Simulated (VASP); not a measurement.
Set up this calculation in VASP 6.6.1, as the native input.

```yaml
Task: single point
Functional: PBE
Potentials_or_basis: VASP PAW PBE potentials, release 64 (Al, N)
Cutoff: 520 eV
k_mesh: 12 × 12 × 6
Occupations: gaussian, width 0.05 eV
Spin: no spin polarisation
Dipole_correction: no
Further_INCAR_settings: ALGO = Normal; EDIFF = 1e-06; NBANDS = 16
```

The structure of AlN lies in POSCAR:

```
AlN
1.0
    3.1302395627      0.0000000000      0.0000000000
   -1.5651197814      2.7108669813      0.0000000000
    0.0000000000      0.0000000000      4.8172604684
Al N
2 2
Direct
    0.3333333333      0.6666666667      0.0017287175
    0.6666666667      0.3333333333      0.5017287175
    0.3333333333      0.6666666667      0.3832712825
    0.6666666667      0.3333333333      0.8832712825
```

This cell differs from its parent crystal: strain +0.000 along x and y, -0.040 along z.

The input as run:

INCAR

```
SYSTEM = AlN
PREC = Accurate
ENCUT = 520
EDIFF = 1E-6
ISMEAR = 0
SIGMA = 0.05
LREAL = .False.
LASPH = .True.
NELM = 100
ALGO = Normal
ISIF = 2
LWAVE = .False.
LCHARG = .True.
GGA = PE
LELF = .True.
LVHAR = .True.
NBANDS = 16
```

KPOINTS

```
Automatic mesh
0
Gamma
  12 12 6
  0 0 0
```

Potentials or basis: VASP PAW PBE potentials, release 64 (Al, N).

Run with:

```sh
$ cat potpaw_PBE.64/Al/POTCAR potpaw_PBE.64/N/POTCAR > POTCAR
$ mpirun -np 1 vasp_std > vasp.out
```

Results of the run:

```json
{
  "Pressure": "8.4 GPa",
  "Largest force": "0.651 eV/Å",
  "Band gap on the k mesh": "4.29 eV, direct"
}
```

Caveat: the cell differs from its parent crystal (strain +0.000 along x and y, -0.040 along z).

Run time: 34 s on 1 thread of Intel Xeon 6975P-C, with other jobs on the host, peak memory 0.17 GiB.
